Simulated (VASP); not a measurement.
A run of VASP 6.6.1:

The input INCAR:

```
SYSTEM = Fe
ALGO = Normal ; EDIFF = 1E-6
ENCUT = 690 ; GGA = PS
GGA_COMPAT = .False. ; ISIF = 2
ISMEAR = 0 ; ISPIN = 2
LASPH = .True. ; LCHARG = .False.
LMAXMIX = 4 ; LORBIT = 11
LREAL = .False. ; LWAVE = .False.
MAGMOM = 1.37 1.37 ; NBANDS = 27
NELM = 200 ; PREC = Accurate
SIGMA = 0.1
```

Contents of KPOINTS:

```
k-points
0
Gamma
  6 6 6
  0 0 0
```

POSCAR

```
Fe
1.0
    1.2071091843      0.6969248125      3.9158452698
   -1.2071091843      0.6969248125      3.9158452698
    0.0000000000     -1.3938496250      3.9158452698
Fe
2
Direct
    0.2499777596      0.2499777596      0.2499777596
    0.7500222404      0.7500222404      0.7500222404
```

Potentials or basis: VASP PAW PBE potentials, release 64 (Fe_sv).

Command:

```console
$ cat potpaw_PBE.64/Fe_sv/POTCAR > POTCAR
$ mpirun -np 1 vasp_std > vasp.out
```

Hardware: 1 thread of Intel(R) Xeon(R) Platinum 8259CL CPU @ 2.50GHz (Skylake/Cascade Lake) (shared host).

**Question.** How long does it take, and how much memory?

**Answer.** It took 5.5 min on 1 thread of Intel(R) Xeon(R) Platinum 8259CL CPU @ 2.50GHz (Skylake/Cascade Lake), with other jobs on the host, peak memory 0.26 GiB. Counts: scf iterations 57, k points 32.
